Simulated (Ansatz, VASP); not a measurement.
**Two plane-wave programs on Pd**

```xyz
4
Lattice="2.7316 0.0000 0.0000 -1.3658 2.3656 0.0000 0.0000 0.0000 9.0220" Properties=species:S:1:pos:R:3 pbc="T T T"
Pd    0.0000    0.0000    0.0000
Pd    0.0000    1.5771    2.2555
Pd    0.0000    0.0000    4.5110
Pd    1.3658    0.7885    6.7665
```

Alike in both runs: functional PBEsol; k mesh 18 × 18 × 6; occupations gaussian, width 0.1 eV; no spin polarisation.

Ansatz relaxed the structure, and its values are those at the end. VASP's run is a single point on that final structure, the one shown.

|  | VASP | Ansatz |
| --- | --- | --- |
| version | VASP 6.6.1 | Ansatz 0.2.0 |
| potentials or method | VASP PAW PBE potentials, release 64 (Pd), cutoff 520 eV | scalar-relativistic, plane waves, PAW |
| valence electrons in the cell | 40 | 72 |

```csv
,VASP,Ansatz,Ansatz less VASP
gap on the k mesh at the Fermi level (eV),none,none,-
pressure (GPa),-0.3,0.1,+0.32
```

VASP's potentials were made for PBE, not for PBEsol. A gap of «none» marks a metal or a gap that the smearing closes. The functional is the same, so the differences come from potentials, cutoffs and numerics. VASP's potentials hold 40 valence electrons a cell and Ansatz's 72, so a difference there can come from the potentials and not from the codes.
